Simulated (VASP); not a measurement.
A run of VASP 6.6.1:

File INCAR:

```
ALGO = Normal
EDIFF = 1E-6
ENCUT = 520
GGA = PE
ISIF = 2
ISMEAR = -1
LASPH = True
LCHARG = False
LREAL = False
LWAVE = False
NBANDS = 19
NELM = 80
PREC = Accurate
SIGMA = 0.05
```

File KPOINTS:

```
k-points
0
Gamma
  10 10 5
```

POSCAR

```
ScNb
1.0
    3.1059864133      0.0000000000      0.0000000000
   -1.5529932067      2.6898631377      0.0000000000
    0.0000000000      0.0000000000      5.1389410491
Nb Sc
1 1
Direct
    0.3333333333      0.6666666667      0.5000000000
    0.0000000000      0.0000000000      0.0000000000
```

Potentials or basis: VASP PAW PBE potentials, release 64 (Nb_sv, Sc_sv).

Run with:

```bash
$ cat potpaw_PBE.64/Nb_sv/POTCAR potpaw_PBE.64/Sc_sv/POTCAR > POTCAR
$ mpirun -np 1 vasp_std > vasp.out
```

Hardware: 1 thread of Intel(R) Xeon(R) Platinum 8375C CPU @ 2.90GHz (Ice Lake), on a shared host.

Q: How long does it take, and how much memory?

A: Wall time 22 s on 1 thread of Intel(R) Xeon(R) Platinum 8375C CPU @ 2.90GHz (Ice Lake), with other jobs on the host, peak memory 0.18 GiB. Counts: scf iterations 14, k points 42.
